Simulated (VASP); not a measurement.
Input of a VASP 6.6.1 run:

File INCAR:

```
  PREC = Accurate
  ENCUT = 520
  EDIFF = 1E-6
  ISMEAR = -1
  SIGMA = 0.03
  LREAL = F
  LASPH = T
  NELM = 80
  ALGO = Normal
  ISIF = 2
  LWAVE = F
  LCHARG = F
  GGA = PE
  NBANDS = 7
```

KPOINTS

```
regular mesh
0
Gamma
  16 16 16
```

File POSCAR:

```
Mg
1.0
    0.0000000000      2.2442560000      2.1769283200
    2.2442560000      0.0000000000      2.1769283200
    2.2442560000      2.2442560000      0.0000000000
Mg
1
Direct
    0.0000000000      0.0000000000      0.0000000000
```

Potentials or basis: VASP PAW PBE potentials, release 64 (Mg).

Command:

```console
$ cat potpaw_PBE.64/Mg/POTCAR > POTCAR
$ mpirun -np 1 vasp_std > vasp.out
```

**Question.** Predict the band gap on the k mesh.

**Answer.** Zero (band 1 reaches 4.28 eV, above the bottom of band 2 at 1.58 eV).

**Question.** What does it give for the pressure?

**Answer.** 1.9 GPa.

Caveat: the cell differs from its parent crystal (zz strain of -3 %).
